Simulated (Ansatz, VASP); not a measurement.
One calculation of AlN, two programs

```
Al N
1.0
     3.10669    0.00000    0.00000
    -1.55335    2.69048    0.00000
     0.00000    0.00000    4.97859
Al N
2 2
Direct
  0.33333 0.66667 0.99670
  0.66667 0.33333 0.49670
  0.33333 0.66667 0.37830
  0.66667 0.33333 0.87830
```

Alike in both runs: task single point; functional PBE; k mesh 12 × 12 × 6; occupations fermi-dirac, width 0.02 eV; no spin polarisation.

|  | VASP | Ansatz |
| --- | --- | --- |
| version | VASP 6.6.1 | Ansatz 0.2.0 |
| potentials or method | VASP PAW PBE potentials, release 64 (Al, N) | plane waves, PAW |
| plane-wave cutoff (eV) | 520 | 420 |
| valence electrons in the cell | 16 | 16 |

Ansatz gave:

- gap on the k mesh at the Fermi level (eV): 4.23
- pressure (GPa): 4.6
- traceless stress, the component that is largest in VASP (GPa): -0.14
- rms of the force components (eV/Å): 0.005

Q: Estimate VASP's values.

A: gap on the k mesh at the Fermi level (eV): 4.24; pressure (GPa): 4.4; traceless stress, the component that is largest in VASP (GPa): -0.10; rms of the force components (eV/Å): 0.005.

Atom by atom the forces differ by 0.000 eV/Å (rms over components).
